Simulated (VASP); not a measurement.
# Si6W in VASP: a series of runs

Si6W is run at these levels: PBEsol; tasks: single point.

All numbers are computed with VASP 6.6.1; they aren't measurements. Logs are shortened: lines on timing, memory, paths and dates and some standing lists are left out, and cuts for length are marked.

## Step 1: The cell of the first run

The cell holds a slab with vacuum, 7 atoms: a = 3.825 Å, b = 3.825 Å, c = 26.121 Å, α = 90.00°, β = 90.00°, γ = 120.00°.

## Step 2: Single point, PBEsol, collinear spin

INCAR reads:

```
PREC = Accurate
ENCUT = 520
EDIFF = 1E-6
ISMEAR = 0
SIGMA = 0.05
LREAL = F
LASPH = T
NELM = 150
ALGO = Normal
ISIF = 2
LWAVE = F
LCHARG = F
ISPIN = 2
MAGMOM = 0 0 0 0 0 0 4
LORBIT = 11
LMAXMIX = 4
LDIPOL = T
IDIPOL = 3
DIPOL = 0.5 0.5 0.491
GGA = PS
NBANDS = 32
```

KPOINTS reads:

```
Automatic mesh
0
Gamma
  9 9 1
```

POSCAR reads:

```
Si6W
1.0
    3.8248883545      0.0000000000      0.0000000000
   -1.9124441773      3.3124504817      0.0000000000
    0.0000000000      0.0000000000     26.1211317213
Si W
6 1
Direct
    0.6666666667      0.3333333333      0.3254070340
    0.3333333334      0.6666666667      0.3559122531
    0.3333333334      0.6666666667      0.4464642100
    0.6666666667      0.3333333333      0.4756407863
    0.6666666667      0.3333333333      0.5672640819
    0.3333333334      0.6666666667      0.5929366410
    0.5000000000      1.0000000000      0.6733768816
```

Potentials or basis: VASP PAW PBE potentials, release 64 (Si, W_sv).

Started as:

```sh
> cat potpaw_PBE.64/Si/POTCAR potpaw_PBE.64/W_sv/POTCAR > POTCAR
> mpirun -np 1 vasp_std > vasp.out
```

OUTCAR:

```text
PREC = Accurate
   ENCUT = 520
   EDIFF = 1E-6
   ISMEAR = 0
   LREAL = F
   LASPH = T
   NELM = 150
   ISIF = 2
   ISPIN = 2
   LORBIT = 11
   GGA = PS

 ion  position               nearest neighbor table
   1  0.667  0.333  0.325-   2 2.35   2 2.35   2 2.35
   2  0.333  0.667  0.356-   1 2.35   1 2.35   1 2.35   3 2.37
   3  0.333  0.667  0.446-   4 2.34   4 2.34   4 2.34   2 2.37
   4  0.667  0.333  0.476-   3 2.34   3 2.34   3 2.34   5 2.39
   5  0.667  0.333  0.567-   6 2.31   6 2.31   6 2.31   4 2.39   7 2.98
   6  0.333  0.667  0.593-   5 2.31   5 2.31   5 2.31   7 2.37
   7  0.500  0.000  0.673-   6 2.37   5 2.98

  LATTYP: Found a hexagonal cell.
 ALAT       =     3.8248883545
 C/A-ratio  =     6.8292533795

  Lattice vectors:

 A1 = (   3.8248883545,   0.0000000000,   0.0000000000)
 A2 = (  -1.9124441773,   3.3124504817,   0.0000000000)
 A3 = (   0.0000000000,   0.0000000000,  26.1211317213)

Analysis of symmetry for initial positions (statically):
=====================================================================
 Subroutine PRICEL returns:
 Original cell was already a primitive cell.

 Routine SETGRP: Setting up the symmetry group for a
 hexagonal supercell.

 Subroutine GETGRP returns: Found  2 space group operations
 (whereof  2 operations were pure point group operations)
 out of a pool of 24 trial point group operations.

The static configuration has the point symmetry C_1h.

Analysis of symmetry for dynamics (positions and initial velocities):
=====================================================================
 Subroutine PRICEL returns:
 Original cell was already a primitive cell.

 Routine SETGRP: Setting up the symmetry group for a
 hexagonal supercell.

 Subroutine GETGRP returns: Found  2 space group operations
 (whereof  2 operations were pure point group operations)
 out of a pool of 24 trial point group operations.

The dynamic configuration has the point symmetry C_1h.

Analysis of structural, dynamic, and magnetic symmetry:
=====================================================================
 Subroutine PRICEL returns:
 Original cell was already a primitive cell.

 Routine SETGRP: Setting up the symmetry group for a
 hexagonal supercell.

 Subroutine GETGRP returns: Found  2 space group operations
 (whereof  2 operations were pure point group operations)
 out of a pool of 24 trial point group operations.

The overall configuration has the point symmetry C_1h.

 Subroutine INISYM returns: Found  2 space group operations
 (whereof  2 operations are pure point group operations),
 and found     1 'primitive' translations

----------------------------------------------------------------------------------------

                                     Primitive cell

  volume of cell :     330.9483

  direct lattice vectors                    reciprocal lattice vectors
     3.824888355  0.000000000  0.000000000     0.261445540  0.150945653  0.000000000
    -1.912444177  3.312450482  0.000000000     0.000000000  0.301891305  0.000000000
     0.000000000  0.000000000 26.121131721     0.000000000  0.000000000  0.038283180

  length of vectors
     3.824888355  3.824888355 26.121131721     0.301891305  0.301891305  0.038283180

  position of ions in fractional coordinates (direct lattice)
     0.666666667  0.333333333  0.325407034
     0.333333333  0.666666667  0.355912253
     0.333333333  0.666666667  0.446464210
     0.666666667  0.333333333  0.475640786
     0.666666667  0.333333333  0.567264082
     0.333333333  0.666666667  0.592936641
     0.500000000  0.000000000  0.673376882

  ion indices of the primitive-cell ions
   primitive index   ion index
                 1           1
                 2           2
                 3           3
                 4           4
                 5           5
                 6           6
[... 55 lines left out ...]
   number of dos      NEDOS =    301   number of ions     NIONS =      7
   total plane-waves  NPLWV = 153664
   dimension x,y,z NGX =    28 NGY =   28 NGZ =  196
   dimension x,y,z NGXF=    56 NGYF=   56 NGZF=  392
   ions per type =               6   1
   NGX,Y,Z   is equivalent  to a cutoff of  12.17, 12.17, 12.47 a.u.
   NGXF,Y,Z  is equivalent  to a cutoff of  24.34, 24.34, 24.95 a.u.
 SYSTEM =  unknown system
   PREC   = accura    normal or accurate (medium, high low for compatibility)
   ISTART =      0    job   : 0-new  1-cont  2-samecut
   ICHARG =      2    charge: 1-file 2-atom 10-const
   ISPIN  =      2    spin polarized calculation?
   LNONCOLLINEAR =      F non collinear calculations
   LSORBIT =      F    spin-orbit coupling
   LASPH  =      T    aspherical Exc in radial PAW
   ENCUT  =  520.0 eV  38.22 Ry    6.18 a.u.   7.11  7.11 48.57*2*pi/ulx,y,z
   NELM   =    150;   NELMIN=  2; NELMDL= -5     # of ELM steps
   EDIFF  = 0.1E-05   stopping-criterion for ELM
   LREAL  =      F    real-space projection
   EDIFFG = 0.1E-04   stopping-criterion for IOM
   NSW    =      0    number of steps for IOM
   IBRION =     -1    ionic relax: 0-MD 1-quasi-New 2-CG
   NFREE  =      0    steps in history (QN), initial steepest desc. (CG)
   ISIF   =      2    stress and relaxation
   ISYM   =      2    0-nonsym 1-usesym 2-fastsym
   POTIM  = 0.5000    time-step for ionic-motion
   TEBEG  =    0.0;   TEEND  =   0.0 temperature during run
   PSTRESS=    0.0 pullay stress
   NELECT =      38.0000    total number of electrons
   NUPDOWN=      -1.0000    fix difference up-down
   EMIN   =  10.00;   EMAX   =-10.00  energy-range for DOS
   EFERMI =   0.00;   METHOD = LEGACY
   ISMEAR =     0;   SIGMA  =   0.05  broadening in eV -4-tet -1-fermi 0-gaus
   EFERMI_NEDOS =   21; number of points for ismear=-14 and -15
   IALGO  =     38    algorithm
   IMIX   =      4    mixing-type and parameters
     AMIX     =   0.40;   BMIX     =  1.00
     AMIX_MAG =   1.60;   BMIX_MAG =  1.00
  volume/ion in A,a.u.               =      47.28       319.05
  Fermi-wavevector in a.u.,A,eV,Ry     =   0.795700  1.503655  8.614370  0.633138
  Thomas-Fermi vector in A             =   1.902079
   LORBIT       =     11    0 simple, 1 ext, 2 COOP (PROOUT), +10 PAW based schemes
   GGA     = PS    functional components
   LHFCALC =     F    Hartree Fock is set to
   AEXX    =    0.0000 exact exchange contribution
   IVDW    =     0    specifies the selected vdW correction
   LEPSILON=     F    determine dielectric tensor
   LRPA    =     F    only Hartree local field effects (RPA)
 spin polarized calculation
 Gauss-broadening in eV      SIGMA  =   0.05
  energy-cutoff  :      520.00
  volume of cell :      330.95
 maximum number of plane-waves:      8961
   NGX = 15   NGY = 15   NGZ = 97

 dipolmoment           0.000000      0.000000      0.041402 electrons x Angstroem

 number of electron      37.9999994 magnetization       2.1202662

 dipolmoment           0.000000      0.000000     -0.041272 electrons x Angstroem

 Free energy of the ion-electron system (eV)
  ---------------------------------------------------
  ext. energy  EPLUGINS =         0.00000000
  ---------------------------------------------------
  free energy    TOTEN  =       -40.41938379 eV

  energy without entropy =      -40.41748008  energy(sigma->0) =      -40.41843193

 E-fermi :  -0.0307     XC(G=0):  -4.8982

 val. band max:       -0.0610301004   @ k =   0.4444   0.0000   0.0000
 cond. band min:      -0.0050202563   @ k =   0.0000   0.0000   0.0000
 fundamental gap:      0.0560098441
 Fermi energy:        -0.0307337337

 spin component 1

 k-point     1 :       0.0000    0.0000    0.0000
  band No.  band energies     occupation
      1     -74.5722      1.00000
      2     -38.9315      1.00000
      3     -38.9083      1.00000
      4     -38.7427      1.00000
      5     -11.8955      1.00000
      6     -11.1146      1.00000
[... 805 lines left out ...]
     30       5.1447      0.00000
     31       5.2152      0.00000

 [... further k-points ...]

 spin component 2

 k-point     1 :       0.0000    0.0000    0.0000
  band No.  band energies     occupation
      1     -73.6895      1.00000
      2     -37.7563      1.00000
      3     -37.7035      1.00000
      4     -37.5507      1.00000
      5     -11.8770      1.00000
      6     -11.1441      1.00000
[... 805 lines left out ...]
     30       5.1419      0.00000
     31       5.2623      0.00000

 [... further k-points ...]

 [bands above 31 left out]

------------------------ aborting loop because EDIFF is reached ----------------------------------------

 vacuum level on the upper side and lower side of the slab       (xc-potential included)        -0.286         0.291

  FORCE on cell =-STRESS in cart. coord.  units (eV):
  Direction    XX          YY          ZZ          XY          YZ          ZX
  --------------------------------------------------------------------------------------
  -------------------------------------------------------------------------------------
  Total       -4.4515829     -3.5350245      0.8690882      0.0000000      1.3716940     -0.0000000
  in kB      -21.5508746    -17.1136585      4.2074047      0.0000000      6.6406054     -0.0000000
  external PRESSURE =     -11.4857095 kB  Pullay stress =       0.0000000 kB

 VOLUME and BASIS-vectors are now :
 -----------------------------------------------------------------------------
  energy-cutoff  :      520.00
  volume of cell :      330.95
      direct lattice vectors                 reciprocal lattice vectors
     3.824888355  0.000000000  0.000000000     0.261445540  0.150945653  0.000000000
    -1.912444177  3.312450482  0.000000000     0.000000000  0.301891305  0.000000000
     0.000000000  0.000000000 26.121131721     0.000000000  0.000000000  0.038283180

 POSITION                                       TOTAL-FORCE (eV/Angst)
 -----------------------------------------------------------------------------------
      1.91244      1.10415      8.50000         0.000000     -0.021066      0.404017
      0.00000      2.20830      9.29683        -0.000000      0.004039     -0.588618
      0.00000      2.20830     11.66215        -0.000000      0.034422     -0.024057
      1.91244      1.10415     12.42428         0.000000     -0.087136      0.108302
      1.91244      1.10415     14.81758        -0.000000      0.175397     -0.390148
      0.00000      2.20830     15.48818         0.000000     -0.692052      0.469351
      1.91244      0.00000     17.58937        -0.000000      0.586396      0.021154
 -----------------------------------------------------------------------------------
    total drift:                                0.000000      0.000001     -0.000238

  FREE ENERGIE OF THE ION-ELECTRON SYSTEM (eV)
  ---------------------------------------------------
  free  energy   TOTEN  =       -40.4193837867 eV

  energy  without entropy=      -40.4174800762  energy(sigma->0) =      -40.41843193

 vacuum level on the upper side and lower side of the slab         4.343         4.935

 total charge

# of ion       s       p       d       tot
------------------------------------------
    1        0.796   0.850   0.000   1.647
    2        0.758   0.920   0.000   1.678
    3        0.763   0.926   0.000   1.689
    4        0.764   0.923   0.000   1.687
    5        0.764   0.932   0.000   1.696
    6        0.770   0.949   0.000   1.719
    7        2.362   6.039   3.277  11.678
--------------------------------------------------
tot          6.978  11.538   3.277  21.793

 magnetization (x)

# of ion       s       p       d       tot
------------------------------------------
    1       -0.032  -0.163   0.000  -0.195
    2       -0.002  -0.015   0.000  -0.017
    3       -0.007  -0.031   0.000  -0.038
    4        0.004  -0.000   0.000   0.004
    5        0.012   0.030   0.000   0.042
    6       -0.004  -0.016   0.000  -0.020
    7        0.049   0.021   1.885   1.955
--------------------------------------------------
tot          0.020  -0.174   1.885   1.730
```

Run time: 16 min. Hardware: 1 thread of Intel Xeon Platinum 8488C (Sapphire Rapids), shared host; peak memory 0.74 GiB.

What came out:

```yaml
Free_energy: -40.4194 eV
Largest_force: 0.836 eV/Å
Net_moment: 2.12 μB per cell
Site_moments: Si -0.20, -0.02, -0.04, +0.00, +0.04 (each value once); W +1.96 μB
Valence_electrons_inside_the_program's_atomic_spheres: Si 1.65, 1.68, 1.69, 1.70, 1.72 (each value once); W 11.68
```

Forces on the atoms (eV/Å):
```
Si   0.000 -0.021  0.404
Si   0.000  0.004 -0.589
Si   0.000  0.034 -0.024
Si   0.000 -0.087  0.108
Si   0.000  0.175 -0.390
Si   0.000 -0.692  0.469
W    0.000  0.586  0.021
```

Caveat: the PAW data sets were made with another functional, which shifts forces and pressure a little; spin-orbit coupling is left out, which moves the levels of the heavy elements.

## Step 3: Single point, PBEsol, collinear spin

INCAR reads:

```
  ALGO = Normal
  DIPOL = 0.5 0.5 0.488
  EDIFF = 1E-7
  ENCUT = 520
  GGA = PS
  IDIPOL = 3
  ISIF = 2
  ISMEAR = 0
  ISPIN = 2
  LASPH = True
  LCHARG = False
  LDIPOL = True
  LMAXMIX = 4
  LORBIT = 11
  LREAL = False
  LWAVE = False
  MAGMOM = 0 0 0 0 0 0 4
  NBANDS = 32
  NELM = 150
  PREC = Accurate
  SIGMA = 0.05
```

KPOINTS reads:

```
k-points
0
Gamma
  9 9 1
```

POSCAR reads:

```
Si6W
1.0
    3.8248883545      0.0000000000      0.0000000000
   -1.9124441773      3.3124504817      0.0000000000
    0.0000000000      0.0000000000     26.1211317213
Si W
6 1
Direct
    0.6666666667      0.3333333334      0.3254070340
    0.3333333333      0.6666666667      0.3559122531
    0.3333333333      0.6666666667      0.4464642100
    0.6666666667      0.3333333334      0.4756407863
    0.6666666667      0.3333333334      0.5672640819
    0.3333333333      0.6666666667      0.5929366410
    0.3333333333      1.1666666667      0.6491971792
```

Potentials or basis: VASP PAW PBE potentials, release 64 (Si, W_sv).

Started as:

```sh
> cat potpaw_PBE.64/Si/POTCAR potpaw_PBE.64/W_sv/POTCAR > POTCAR
> mpirun -np 1 vasp_std > vasp.out
```

OUTCAR:

```text
EDIFF = 1E-7
   ENCUT = 520
   GGA = PS
   ISIF = 2
   ISMEAR = 0
   ISPIN = 2
   LASPH = True
   LORBIT = 11
   LREAL = False
   NELM = 150
   PREC = Accurate

 ion  position               nearest neighbor table
   1  0.667  0.333  0.325-   2 2.35   2 2.35   2 2.35
   2  0.333  0.667  0.356-   1 2.35   1 2.35   1 2.35   3 2.37
   3  0.333  0.667  0.446-   4 2.34   4 2.34   4 2.34   2 2.37
   4  0.667  0.333  0.476-   3 2.34   3 2.34   3 2.34   5 2.39
   5  0.667  0.333  0.567-   6 2.31   6 2.31   6 2.31   4 2.39   7 2.41
   6  0.333  0.667  0.593-   5 2.31   5 2.31   5 2.31   7 2.41   7 2.41
   7  0.333  0.167  0.649-   5 2.41   6 2.41   6 2.41

  LATTYP: Found a hexagonal cell.
 ALAT       =     3.8248883545
 C/A-ratio  =     6.8292533795

  Lattice vectors:

 A1 = (   3.8248883545,   0.0000000000,   0.0000000000)
 A2 = (  -1.9124441773,   3.3124504817,   0.0000000000)
 A3 = (   0.0000000000,   0.0000000000,  26.1211317213)

Analysis of symmetry for initial positions (statically):
=====================================================================
 Subroutine PRICEL returns:
 Original cell was already a primitive cell.
[... 1859 lines left out ...]

 VOLUME and BASIS-vectors are now :
 -----------------------------------------------------------------------------
  energy-cutoff  :      520.00
  volume of cell :      330.95
      direct lattice vectors                 reciprocal lattice vectors
     3.824888355  0.000000000  0.000000000     0.261445540  0.150945653  0.000000000
    -1.912444177  3.312450482  0.000000000     0.000000000  0.301891305  0.000000000
     0.000000000  0.000000000 26.121131721     0.000000000  0.000000000  0.038283180

 POSITION                                       TOTAL-FORCE (eV/Angst)
 -----------------------------------------------------------------------------------
      1.91244      1.10415      8.50000        -0.020872     -0.012051      0.560901
     -0.00000      2.20830      9.29683         0.030807      0.017787     -0.655188
     -0.00000      2.20830     11.66215        -0.024895     -0.014373      0.025120
      1.91244      1.10415     12.42428        -0.140594     -0.081172      0.226789
      1.91244      1.10415     14.81758         0.626431      0.361670     -0.834626
     -0.00000      2.20830     15.48818        -0.448142     -0.258735      0.674534
      0.95622      0.55208     16.95777        -0.022735     -0.013126      0.002470
 -----------------------------------------------------------------------------------
    total drift:                                0.000082      0.000047     -0.000081

  FREE ENERGIE OF THE ION-ELECTRON SYSTEM (eV)
  ---------------------------------------------------
  free  energy   TOTEN  =       -41.5515065318 eV

  energy  without entropy=      -41.5413606755  energy(sigma->0) =      -41.54643360

 vacuum level on the upper side and lower side of the slab         4.196         4.729

 total charge

# of ion       s       p       d       tot
------------------------------------------
    1        0.805   0.843   0.000   1.649
    2        0.757   0.918   0.000   1.675
    3        0.767   0.914   0.000   1.681
    4        0.767   0.914   0.000   1.681
    5        0.775   0.923   0.000   1.698
    6        0.770   0.974   0.000   1.744
    7        2.351   6.097   3.446  11.895
--------------------------------------------------
tot          6.993  11.584   3.446  22.023

 magnetization (x)

# of ion       s       p       d       tot
------------------------------------------
    1       -0.000  -0.000   0.000  -0.000
    2       -0.000  -0.000   0.000  -0.000
    3       -0.000  -0.000   0.000  -0.000
    4       -0.000  -0.000   0.000  -0.000
    5        0.000   0.000   0.000   0.000
    6       -0.000   0.000   0.000  -0.000
    7       -0.000  -0.000  -0.000  -0.000
--------------------------------------------------
tot         -0.000  -0.000  -0.000  -0.000
```

stdout:

```text
POSCAR found type information on POSCAR SiW
 POSCAR found :  2 types and       7 ions
 scaLAPACK will be used
 -----------------------------------------------------------------------------
|                                                                             |
|                                                                             |
|     You enforced a specific xc type in the INCAR file but a different       |
|     I HOPE YOU KNOW WHAT YOU ARE DOING!                                     |
|                                                                             |
 -----------------------------------------------------------------------------

 LDA part: xc-table for (Slater+PW92), standard interpolation
 POSCAR, INCAR and KPOINTS ok, starting setup
 FFT: planning ... GRIDC
 FFT: planning ... GRID_SOFT
 FFT: planning ... GRID
 WAVECAR not read
 entering main loop
```

Wall time 42 min (1 thread of Oxide Virtual Turin-like, shared host); peak memory 0.72 GiB.

Results:

| Item | Value |
| --- | --- |
| Free energy | -41.5515 eV |
| Largest force | 1.104 eV/Å |
| Band gap on the k mesh | zero (filled and empty bands overlap) |
| Net moment | 0.00 μB per cell |
| Valence electrons inside the program's atomic spheres | Si 1.65, 1.68, 1.70, 1.74 (each value once); W 11.89 |

Forces on the atoms (eV/Å):
```
Si  -0.021 -0.012  0.561
Si   0.031  0.018 -0.655
Si  -0.025 -0.014  0.025
Si  -0.141 -0.081  0.227
Si   0.626  0.362 -0.835
Si  -0.448 -0.259  0.675
W   -0.023 -0.013  0.002
```

Caveat: the PAW data sets were made with another functional, which shifts forces and pressure a little; spin-orbit coupling is left out, which moves the levels of the heavy elements.

The gap in the log of VASP goes by the Fermi energy; the results here count the filled bands.